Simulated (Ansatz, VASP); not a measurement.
## Two plane-wave programs on Ge

File POSCAR:

```
Ge
1.0
   -2.5915398167      2.5915398167      1.4066673013
    2.5915398167     -2.5915398167      1.4066673013
    2.5915398167      2.5915398167     -1.4066673013
Ge
2
Direct
    0.2500000000      0.7500000000      0.5000000000
    0.5000000000      0.5000000000      0.0000000000
```

INCAR.step1

```
SYSTEM = Ge
PREC     = Accurate       ! precision mode
ENCUT    = 520            ! plane-wave cutoff, eV
ISMEAR   = -1             ! smearing method
SIGMA    = 0.05           ! smearing width, eV
LREAL    = .FALSE.        ! projectors in reciprocal space
LASPH    = .TRUE.         ! aspherical terms in the spheres
NELM     = 100            ! most SCF steps
NBANDS   = 21             ! bands
GGA      = PE             ! functional
ALGO     = Normal         ! electronic algorithm
EDIFF    = 1E-4           ! SCF threshold, eV
LWAVE    = .TRUE.         ! write WAVECAR
LCHARG   = .FALSE.        ! write CHGCAR
```

Contents of INCAR.step2:

```
SYSTEM = Ge
PREC     = Accurate       ! precision mode
ENCUT    = 520            ! plane-wave cutoff, eV
EDIFF    = 1E-8           ! SCF threshold, eV
ISMEAR   = -1             ! smearing method
SIGMA    = 0.05           ! smearing width, eV
LREAL    = .FALSE.        ! projectors in reciprocal space
LASPH    = .TRUE.         ! aspherical terms in the spheres
NELM     = 100            ! most SCF steps
ALGO     = Normal         ! electronic algorithm
ISIF     = 2              ! what is computed and relaxed
LWAVE    = .FALSE.        ! write WAVECAR
LCHARG   = .FALSE.        ! write CHGCAR
METAGGA  = R2SCAN         ! meta-GGA
LMIXTAU  = .TRUE.       
LEFG     = .TRUE.       
NBANDS   = 21             ! bands
ISTART   = 1
```

KPOINTS

```
regular mesh
0
G
  16 16 16
  0 0 0
```

Input for Ansatz:

```yaml
crystal:
  lattice:
    - [-2.5915398167, 2.5915398167, 1.4066673013]
    - [2.5915398167, -2.5915398167, 1.4066673013]
    - [2.5915398167, 2.5915398167, -1.4066673013]
  atoms:
    - { symbol: Ge, position: [0.25, 0.75, 0.5] }
    - { symbol: Ge, position: [0.5, 0.5, 0.0] }
kpoints:
  mp_grid: { grid: [16, 16, 16] }
scf:
  occupations: { method: fermi_dirac, width: 0.05 }
hamiltonian:
  xc: r2scan
  pseudopotentials: { kind: paw }
output:
  forces: true
  stress: true
  eigenvalues: true
  efg: { contact_densities: true }
  write_density: true
  write_potential: true
  elf: true
  volumetric_format: npy
```

Change from the starting cell: volume scaled by 1.02, PAW files.

Alike in both runs: task electric field gradients; functional r2SCAN; k mesh 16 × 16 × 16; occupations fermi-dirac, width 0.05 eV; no spin polarisation.

|  | VASP | Ansatz |
| --- | --- | --- |
| version | VASP 6.6.1 | Ansatz 0.2.0 |
| potentials or method | VASP PAW PBE potentials, release 64 (Ge_d) | PAW with Ansatz's default frozen-core files, scalar-relativistic |
| plane-wave cutoff (eV) | 520 | 500 |
| valence electrons in the cell | 28 | 28 |

|  | VASP | Ansatz | Ansatz less VASP |
| --- | --- | --- | --- |
| pressure (GPa) | -1.1 | -1.0 | +0.15 |
| traceless stress, the component that is largest in VASP (GPa) | 0.57 | 0.61 | +0.035 |
| size of Vzz on the site where it differs most (V/Å²) | 26.2 | 27.7 | +1.56 |

VASP's potentials were made for PBE, not for r2SCAN.
